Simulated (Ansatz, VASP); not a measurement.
## One calculation of Pb, two programs

```xyz
1
Lattice="-1.9529 1.9529 1.9529 1.9529 -1.9529 1.9529 1.9529 1.9529 -1.9529" Properties=species:S:1:pos:R:3 pbc="T T T"
Pb    0.0000    0.0000    0.0000
```

Alike in both runs: task single point; functional r2SCAN; k mesh 9 × 9 × 9; occupations fermi-dirac, width 0.05 eV; no spin polarisation.

```csv
,VASP,Ansatz
version,VASP 6.6.1,Ansatz 0.2.0
potentials or method,"VASP PAW PBE potentials, release 64 (Pb_d)",Ansatz PAW
plane-wave cutoff (eV),520,500
valence electrons in the cell,14,14
```

```tsv
	VASP	Ansatz	Ansatz less VASP
gap on the k mesh at the Fermi level (eV)	none	none	-
pressure (GPa)	1.5	1.5	0.00
```

VASP's potentials were made for PBE, not for r2SCAN. A gap of «none» marks a metal or a gap that the smearing closes.

Spin-orbit coupling is off throughout.
